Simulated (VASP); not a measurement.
**Si: single point with PBE**

Si:

```xyz
4
Lattice="3.8313 0.0000 0.0000 -1.9157 3.3180 0.0000 0.0000 0.0000 6.3326" Properties=species:S:1:pos:R:3 pbc="T T T"
Si    0.0000    2.2120   -0.2010
Si    1.9157    1.1060    3.5653
Si    0.0000    2.2120    2.7673
Si    1.9157    1.1060    5.9336
```

This cell differs from its parent crystal: atom 1 (Si) moved by (+0.000, -0.600) A along y and z.

* Program: VASP 6.6.1
* Task: single point
* Functional: PBE
* Potentials or basis: VASP PAW PBE potentials, release 64 (Si)
* Cutoff: 520 eV
* k mesh: 12 × 12 × 6
* Occupations: gaussian, width 0.05 eV
* Spin: no spin polarisation

- Pressure: 4.6 GPa
- Largest force: 2.780 eV/Å
- Band gap on the k mesh: zero (bands 8 and 9 overlap by 0.79 eV)

Forces in eV/Å, atoms in the order of the input:
```
Si   0.000  0.000  2.780
Si   0.000  0.000 -0.939
Si   0.000  0.000 -1.164
Si   0.000  0.000 -0.678
```

Stress tensor (GPa, compression positive):
```
 7.51  0.00  0.00
 0.00  7.51  0.00
 0.00  0.00 -1.37
```

Levels at points of the mesh, in eV from the Fermi level:
```csv
k point,band 4,band 5,band 6,band 7,band 8,band 9,band 10,band 11,band 12,band 13
"(0.00, 0.00, 0.00)",-2.33,-2.33,-0.23,-0.23,-0.01,1.29,1.84,1.84,2.20,3.49
"(0.50, 0.00, 0.00)",-6.22,-4.06,-3.77,-2.31,-1.65,-0.22,2.19,3.56,3.91,4.25
"(0.00, 0.00, 0.50)",-2.77,-2.22,-2.22,-0.52,-0.52,0.43,2.10,2.10,2.23,3.43
"(0.50, 0.00, 0.50)",-6.84,-3.63,-2.40,-2.01,-0.96,0.04,0.40,1.54,2.00,5.61
```

Run time: 81 s on 1 thread of Intel Xeon 8259CL, on a shared host, peak memory 0.23 GiB.

Caveat: the cell differs from its parent crystal (atom 1 (Si) moved by (+0.000, -0.600) A along y and z); the stress differs along the axes, from -1 to 8 GPa; semilocal functionals underestimate gaps, and a narrow one can read as zero; forces of over 1 eV/Å act on the atoms, so gaps and moduli don't describe the material at rest.
